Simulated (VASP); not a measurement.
Wanted: the native input for a VASP 6.6.1 run.

```
Task                   : relaxation of cell and atoms
Functional             : PBE
Potentials or basis    : VASP PAW PBE potentials, release 64 (As)
Cutoff                 : 600 eV
k mesh                 : 16 × 16 × 16
Occupations            : fermi-dirac, width 0.1 eV
Spin                   : no spin polarisation
Target pressure        : -1.5 GPa
Dipole correction      : no
Further INCAR settings : ALGO = Normal; EDIFF = 1e-06; IBRION = 2; EDIFFG = -0.005; NSW = 60; ISIF = 3
```

The structure of As lies in POSCAR:

```
As
1.0
    0.0000000000      2.1448745085      2.1448745085
    2.1448745085      0.0000000000      2.1448745085
    2.1448745085      2.1448745085      0.0000000000
As
1
Direct
    0.0000000000      0.0000000000      0.0000000000
```

These files were run (other wordings do the same):

INCAR

```
SYSTEM = As
  PREC = Accurate
  ENCUT = 600
  EDIFF = 1E-6
  ISMEAR = -1
  SIGMA = 0.1
  LREAL = .FALSE.
  LASPH = .TRUE.
  NELM = 80
  ALGO = Normal
  ISIF = 3
  LWAVE = .FALSE.
  LCHARG = .FALSE.
  GGA = PE
  IBRION = 2
  NSW = 60
  EDIFFG = -0.005
  PSTRESS = -15.0
```

KPOINTS

```
regular mesh
0
G
  16 16 16
  0 0 0
```

Potentials or basis: VASP PAW PBE potentials, release 64 (As).

The run is started by

```bash
$ cat potpaw_PBE.64/As/POTCAR > POTCAR
$ mpirun -np 1 vasp_std > vasp.out
```

It gave:

- Pressure after relaxing: -1.5 GPa

Caveat: the relaxation stopped at its first step, so nothing moved; the cell is relaxed towards a set pressure, so the enthalpy falls and the energy may rise.

It took 8.9 s on 1 thread of Intel(R) Xeon(R) Platinum 8259CL CPU @ 2.50GHz (Skylake/Cascade Lake) (shared host), peak memory 0.15 GiB.
